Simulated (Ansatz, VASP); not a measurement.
# Two plane-wave programs on GaP

```xyz
2
Lattice="0.0000 2.7195 2.7195 2.7195 0.0000 2.7195 2.7195 2.7195 0.0000" Properties=species:S:1:pos:R:3 pbc="T T T"
Ga    0.0000    0.0000    0.0000
P     1.3597    1.3597    1.3597
```

Alike in both runs: functional PBEsol; k mesh 8 × 8 × 8; occupations gaussian, width 0.02 eV; no spin polarisation.

Ansatz relaxed the structure, and its values are those at the end. VASP's run is a single point on that final structure, the one shown.

|  | VASP | Ansatz |
| --- | --- | --- |
| version | VASP 6.6.1 | Ansatz 0.2.0 |
| potentials or method | VASP PAW PBE potentials, release 64 (Ga_d, P), cutoff 500 eV | scalar-relativistic, plane waves, PAW |
| valence electrons in the cell | 18 | 18 |

Ansatz gave:

```
gap on the k mesh at the Fermi level (eV) : 1.50
least direct gap on the mesh (eV)         : 1.80
pressure (GPa)                            : 0.0
```

Task: What did VASP give for the same quantities?

Result: gap on the k mesh at the Fermi level (eV): 1.50; least direct gap on the mesh (eV): 1.80; pressure (GPa): -0.1.

VASP's potentials were made for PBE, not for PBEsol, and Ansatz warns of the same on its side. The functional is the same, so the differences come from potentials, cutoffs and numerics.
